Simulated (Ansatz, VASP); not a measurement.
# AlN: VASP beside Ansatz

INCAR

```
SYSTEM = AlN
PREC = Accurate
ENCUT = 600
EDIFF = 1E-7
ISMEAR = 0
SIGMA = 0.02
LREAL = .False.
LASPH = .True.
NELM = 100
ALGO = Normal
ISIF = 3
LWAVE = .False.
LCHARG = .False.
GGA = CA
IBRION = 2
NSW = 100
EDIFFG = -0.002
```

File KPOINTS:

```
Automatic mesh
0
Gamma
  10 10 10
  0 0 0
```

File POSCAR:

```
AlN
1.0
    0.0000000000      2.1839935600      2.1839935600
    2.1839935600      0.0000000000      2.1839935600
    2.1839935600      2.1839935600      0.0000000000
Al N
1 1
Direct
    0.0000000000      0.0000000000      0.0000000000
    0.2500000000      0.2500000000      0.2500000000
```

Input for Ansatz:

```yaml
crystal:
  lattice:
    - [0.0, 2.18399356, 2.18399356]
    - [2.18399356, 0.0, 2.18399356]
    - [2.18399356, 2.18399356, 0.0]
  atoms:
    - { symbol: Al, position: [0.0, 0.0, 0.0] }
    - { symbol: "N", position: [0.25, 0.25, 0.25] }
basis:
  ecutwfc: 600.0
kpoints:
  mp_grid: { grid: [10, 10, 10] }
hamiltonian:
  xc: lda
  pseudopotentials: { kind: paw, azcp: { folder: soft_1 } }
scf:
  occupations: { method: gaussian, width: 0.02 }
output:
  forces: true
  stress: true
  eigenvalues: true
  write_density: true
  write_potential: true
  elf: true
  volumetric_format: npy
relax:
  adjacent_minimum: "off"
  f_tol: 0.002
  max_steps: 80
  cell: { stress_tol: 0.02 }
```

Alike in both runs: task relaxation of cell and atoms; functional LDA; k mesh 10 × 10 × 10; occupations gaussian, width 0.02 eV; no spin polarisation.

```csv
,VASP,Ansatz
version,VASP 6.6.1,Ansatz 0.2.0
potentials or method,"VASP PAW LDA potentials, release 64 (Al, N), cutoff 600 eV","scalar-relativistic, plane waves, PAW"
valence electrons in the cell,8,8
```

Ansatz gave:

- gap on the k mesh at the Fermi level, each at its own relaxed structure (eV): 3.25
- relaxed volume (Å³/atom): 10.23
- relaxed cell length with the largest relative difference (Å): 3.070

**Question.** Which values does VASP return?

**Answer.** gap on the k mesh at the Fermi level, each at its own relaxed structure (eV): 3.23; relaxed volume (Å³/atom): 10.26; relaxed cell length with the largest relative difference (Å): 3.073.

Ansatz warns that its potentials were made for another functional, while VASP's fit it. LDA's correlation is that of Perdew and Zunger in VASP and of Perdew and Wang (1992) in Ansatz.
